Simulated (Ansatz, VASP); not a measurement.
**CoO in VASP and in Ansatz**

The input INCAR:

```
PREC = Accurate
ENCUT = 520
EDIFF = 1E-7
ISMEAR = -1
SIGMA = 0.05
LREAL = F
LASPH = T
NELM = 150
ALGO = Normal
ISIF = 2
LWAVE = F
LCHARG = F
ISPIN = 2
MAGMOM = 1 0
LORBIT = 11
NUPDOWN = 1.0
LMAXMIX = 4
GGA = PE
NBANDS = 18
```

The input KPOINTS:

```
Automatic mesh
0
Gamma
  9 9 9
```

The input POSCAR:

```
CoO
1.0
    0.0000000000      2.1315000000      2.1315000000
    2.1315000000      0.0000000000      2.1315000000
    2.1315000000      2.1315000000      0.0000000000
Co O
1 1
Direct
    0.0000000000      0.0000000000      0.0000000000
    0.5000000000      0.5000000000      0.5000000000
```

The input input.yaml:

```yaml
crystal:
  lattice:
    - [0.0, 2.1315, 2.1315]
    - [2.1315, 0.0, 2.1315]
    - [2.1315, 2.1315, 0.0]
  atoms:
    - { symbol: Co, position: [0.0, 0.0, 0.0], spin: 1.0 }
    - { symbol: O, position: [0.5, 0.5, 0.5] }
hamiltonian:
  xc: pbe
  pseudopotentials: { kind: paw }
magnetization:
  spin_polarized: true
  initial_magnetization: 1.0
  spin_locking: { lock_magnetization: hard }
kpoints:
  mp_grid: { grid: [9, 9, 9] }
scf:
  occupations: { method: fermi_dirac, width: 0.05 }
  lower_state_search: "off"
output:
  forces: true
  stress: true
  eigenvalues: true
```

Alike in both runs: task single point; functional PBE; k mesh 9 × 9 × 9; occupations fermi-dirac, width 0.05 eV; collinear spin; fixed moment 1 μB.

|  | VASP | Ansatz |
| --- | --- | --- |
| version | VASP 6.6.1 | Ansatz 0.2.0 |
| potentials or method | VASP PAW PBE potentials, release 64 (Co, O) | Ansatz PAW |
| plane-wave cutoff (eV) | 520 | 420 |
| valence electrons in the cell | 15 | 23 |

```tsv
	VASP	Ansatz	Ansatz less VASP
pressure (GPa)	-15.6	-15.4	+0.17
net moment per atom (μB)	0.50	0.50	0.000
size of the moment on the site where the two differ most (μB)	1.02	0.97	-0.052
```

Site moments also hang on the region over which each program counts them. VASP's potentials hold 15 valence electrons a cell and Ansatz's 23, so a difference there can come from the potentials and not from the codes.
